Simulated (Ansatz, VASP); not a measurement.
**Two plane-wave programs on Bi**

```
Bi
1.0
    -3.28964    3.32528    1.75475
     3.32528   -3.28964    1.75475
     3.26610    3.26610   -1.68946
Bi
2
Direct
  0.00018 0.99982 0.00000
  0.74982 0.25018 0.50000
```

Alike in both runs: task single point; functional PBE; k mesh 12 × 12 × 8; occupations fermi-dirac, width 0.1 eV; no spin polarisation.

|  | VASP | Ansatz |
| --- | --- | --- |
| version | VASP 6.6.1 | Ansatz 0.2.0 |
| potentials or method | VASP PAW PBE potentials, release 64 (Bi_d), cutoff 520 eV | plane waves (420 eV) with PAW, scalar-relativistic |
| valence electrons in the cell | 30 | 30 |

|  | VASP | Ansatz | Ansatz less VASP |
| --- | --- | --- | --- |
| pressure (GPa) | -4.2 | -4.1 | +0.07 |
| traceless stress, the component that is largest in VASP (GPa) | 0.14 | 0.14 | +0.001 |

Neither program's run includes spin-orbit coupling.
